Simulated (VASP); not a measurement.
# TiO2 in VASP: further runs, part 2 of 2

VASP 6.6.1. Earlier steps stand in the parts before.

## 3. Single point, PBE (equal xy, yz and zx shear strains of +2 %)

File INCAR:

```
  PREC = Accurate
  ENCUT = 520
  EDIFF = 1E-6
  ISMEAR = -1
  SIGMA = 0.08
  LREAL = F
  LASPH = T
  NELM = 80
  ALGO = Normal
  ISIF = 2
  LWAVE = F
  LCHARG = F
  GGA = PE
  NBANDS = 33
  KPAR = 4
```

File KPOINTS:

```
regular mesh
0
Gamma
  13 13 13
```

File POSCAR:

```
TiO2
1.0
   -1.8260050000      1.9211450000      4.7570000000
    1.9211450000     -1.8260050000      4.7570000000
    1.8638550000      1.8638550000     -4.7191500000
Ti O
2 4
Direct
    0.0000000000      0.0000000000      0.0000000000
    0.7500000000      0.2500000000      0.5000000000
    0.2066000000      0.2066000000      0.0000000000
    0.9566000000      0.4566000000      0.5000000000
    0.5434000000      0.0434000000      0.5000000000
    0.7934000000      0.7934000000      0.0000000000
```

Potentials or basis: VASP PAW PBE potentials, release 64 (Ti_sv, O).

On the command line:

```bash
$ cat potpaw_PBE.64/Ti_sv/POTCAR potpaw_PBE.64/O/POTCAR > POTCAR
$ mpirun -np 4 vasp_std > vasp.out
```

OUTCAR:

```text
PREC = Accurate
   ENCUT = 520
   EDIFF = 1E-6
   ISMEAR = -1
   LREAL = F
   LASPH = T
   NELM = 80
   ISIF = 2
   GGA = PE

 ion  position               nearest neighbor table
   1  0.000  0.000  0.000-   4 1.93   5 1.93   5 1.95   4 1.95   3 1.97   6 1.97
   2  0.750  0.250  0.500-   3 1.93   6 1.93   6 1.95   3 1.95   4 1.97   5 1.97
   3  0.207  0.207  0.000-   2 1.93   2 1.95   1 1.97
   4  0.957  0.457  0.500-   1 1.93   1 1.95   2 1.97
   5  0.543  0.043  0.500-   1 1.93   1 1.95   2 1.97
   6  0.793  0.793  0.000-   2 1.93   2 1.95   1 1.97

  Warning from LATTYP: Got some problem with cell dimensions!
  Tried to take original basis but could not verify dimensions!
  LATTYP: Found a base centered monoclinic cell.
 ALAT       =     5.4068562710
 B/A-ratio  =     0.9801019455
 C/A-ratio  =     0.9997296098
 COS(beta)  =    -0.4753694019

  Lattice vectors:

 A1 = (  -0.0378500000,  -3.7850000000,  -0.0378500000)
 A2 = (  -3.7850000000,  -0.0378500000,  -0.0378500000)
 A3 = (   1.8638550000,   1.8638550000,  -4.7191500000)

Analysis of symmetry for initial positions (statically):
=====================================================================
 Subroutine PRICEL returns:
 Original cell was already a primitive cell.

 Routine SETGRP: Setting up the symmetry group for a
 base centered monoclinic supercell.

 Subroutine GETGRP returns: Found  4 space group operations
 (whereof  2 operations were pure point group operations)
 out of a pool of  4 trial point group operations.

The static configuration has the point symmetry C_2 .
 The point group associated with its full space group is C_2h.

Analysis of symmetry for dynamics (positions and initial velocities):
=====================================================================
 Subroutine PRICEL returns:
 Original cell was already a primitive cell.

 Routine SETGRP: Setting up the symmetry group for a
 base centered monoclinic supercell.
[... 129 lines left out ...]
   ISMEAR =    -1;   SIGMA  =   0.08  broadening in eV -4-tet -1-fermi 0-gaus
   EFERMI_NEDOS =   21; number of points for ismear=-14 and -15
   IALGO  =     38    algorithm
   IMIX   =      4    mixing-type and parameters
     AMIX     =   0.40;   BMIX     =  1.00
     AMIX_MAG =   1.60;   BMIX_MAG =  1.00
  volume/ion in A,a.u.               =      11.35        76.63
  Fermi-wavevector in a.u.,A,eV,Ry     =   1.456722  2.752806 28.872103  2.122040
  Thomas-Fermi vector in A             =   2.573607
   LORBIT       =      0    0 simple, 1 ext, 2 COOP (PROOUT), +10 PAW based schemes
   GGA     = PE    functional components
   LHFCALC =     F    Hartree Fock is set to
   AEXX    =    0.0000 exact exchange contribution
   IVDW    =     0    specifies the selected vdW correction
   LEPSILON=     F    determine dielectric tensor
   LRPA    =     F    only Hartree local field effects (RPA)
 non-spin polarized calculation
  energy-cutoff  :      520.00
  volume of cell :       68.13
 maximum number of plane-waves:      1853
 NGX is ok and might be reduce to    42
   NGX = 21   NGY = 21   NGZ = 21

 number of electron      48.0000004 magnetization

 Free energy of the ion-electron system (eV)
  ---------------------------------------------------
  ext. energy  EPLUGINS =         0.00000000
  ---------------------------------------------------
  free energy    TOTEN  =       -53.79033693 eV

  energy without entropy =      -53.79033680  energy(sigma->0) =      -53.79033687

 E-fermi :   4.5490     XC(G=0): -10.7287

 val. band max:        3.3719414759   @ k =  -0.4615   0.4615   0.0000
 cond. band min:       5.5187817926   @ k =   0.0000   0.0000   0.0000
 fundamental gap:      2.1468403167
 Fermi energy:         4.5490209027

 k-point     1 :       0.0000    0.0000    0.0000
  band No.  band energies     occupation
      1     -52.9757      2.00000
      2     -52.9141      2.00000
      3     -29.4546      2.00000
      4     -29.2031      2.00000
      5     -29.1997      2.00000
      6     -29.1323      2.00000
[... 853 lines left out ...]
     32       9.9813      0.00000
     33      10.1091      0.00000

 [... further k-points ...]
[... 5 lines left out ...]
  --------------------------------------------------------------------------------------
  -------------------------------------------------------------------------------------
  Total        2.2620201      2.2620201      4.0526155     -0.4918149     -0.8436983     -0.8436985
  in kB       53.1950928     53.1950928     95.3038632    -11.5658305    -19.8409415    -19.8409472
  external PRESSURE =      67.2313496 kB  Pullay stress =       0.0000000 kB

 VOLUME and BASIS-vectors are now :
 -----------------------------------------------------------------------------
  energy-cutoff  :      520.00
  volume of cell :       68.13
      direct lattice vectors                 reciprocal lattice vectors
    -1.826005000  1.921145000  4.757000000    -0.003657249  0.263212238  0.102512712
     1.921145000 -1.826005000  4.757000000     0.263212238 -0.003657249  0.102512712
     1.863855000  1.863855000 -4.719150000     0.261636752  0.261636752 -0.005232735

 POSITION                                       TOTAL-FORCE (eV/Angst)
 -----------------------------------------------------------------------------------
      0.00000      0.00000      0.00000        -0.070391      0.070391     -0.000000
      0.04271      1.91629      2.39742         0.070391     -0.070391     -0.000000
      0.01966      0.01966      1.96559         0.025197     -0.170728      0.358944
      0.06237      1.93594      4.36302        -0.170728      0.025197      0.358944
      0.02305      1.89663      0.43183        -0.025197      0.170728     -0.358944
      0.07548      0.07548      7.54841         0.170728     -0.025197     -0.358944
 -----------------------------------------------------------------------------------
    total drift:                                0.000000     -0.000000     -0.000000

  FREE ENERGIE OF THE ION-ELECTRON SYSTEM (eV)
  ---------------------------------------------------
  free  energy   TOTEN  =       -53.7903369344 eV

  energy  without entropy=      -53.7903368037  energy(sigma->0) =      -53.79033687
```

stdout:

```text
POSCAR found type information on POSCAR TiO
 POSCAR found :  2 types and       6 ions
 scaLAPACK will be used
 LDA part: xc-table for (Slater+PW92), standard interpolation
 POSCAR, INCAR and KPOINTS ok, starting setup
 FFT: planning ... GRIDC
 FFT: planning ... GRID_SOFT
 FFT: planning ... GRID
 WAVECAR not read
 entering main loop
```

Run time: 20 min. Hardware: 4 MPI ranks of Oxide Virtual Turin-like, shared host; peak memory 1 GiB.

Results:

```yaml
Free_energy: -53.7903 eV
Pressure: 6.7 GPa
Largest_force: 0.398 eV/Å
Band_gap_on_the_k_mesh: 2.15 eV (least direct gap 2.42 eV)
```

Forces in eV/Å, atoms in the order of the input:
```
Ti  -0.070  0.070  0.000
Ti   0.070 -0.070  0.000
O    0.025 -0.171  0.359
O   -0.171  0.025  0.359
O   -0.025  0.171 -0.359
O    0.171 -0.025 -0.359
```

Levels at points of the mesh, in eV from the valence-band top:
```
           k point  band 22  band 23  band 24  band 25  band 26  band 27
(0.00, 0.00, 0.00)    -0.66    -0.51    -0.36     2.15     2.89     4.07
```

Caveat: the cell differs from its parent crystal (equal xy, yz and zx shear strains of +2 %); the cell stands under pressure. A k mesh can miss the band edges.
